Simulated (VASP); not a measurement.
A run of VASP 6.6.1 is set up as follows.

INCAR

```
ALGO = Normal ; EDIFF = 1E-6
EDIFFG = -0.01 ; ENCUT = 600
GGA = RP ; IBRION = 2
ISIF = 3 ; ISMEAR = -1
LASPH = True ; LCHARG = False
LREAL = False ; LWAVE = False
NELM = 100 ; NSW = 60
PREC = Accurate ; SIGMA = 0.05
```

KPOINTS

```
k-points
0
Gamma
  11 11 16
```

Contents of POSCAR:

```
B
1.0
    2.3461100000      0.0000000000      0.0000000000
    0.0000000000      2.3461100000      0.0000000000
    0.0000000000      0.0000000000      1.5857900000
B
1
Direct
    0.5000000000      0.5000000000      0.5000000000
```

Potentials or basis: VASP PAW PBE potentials, release 64 (B).

Command:

```bash
$ cat potpaw_PBE.64/B/POTCAR > POTCAR
$ mpirun -np 1 vasp_std > vasp.out
```

Q: What does it give for the relaxed volume?

A: 8.83 Å³/atom.

Q: Predict the space group after relaxing (to 0.05 Å).

A: P4/mmm (No. 123).

The path:
```tsv
step	energy change (eV)	largest force (eV/Å)	pressure (GPa)	volume (Å³)
1	0.0000	0.0000	2.33	8.73
2	0.0028	0.0000	-3.72	8.89
3	-0.0008	0.0000	0.33	8.78
4	-0.0008	0.0000	0.38	8.78
5	-0.0008	0.0000	0.22	8.80
6	-0.0009	0.0000	0.03	8.83
```

Caveat: the PAW data sets were made with another functional, which shifts forces and pressure a little.
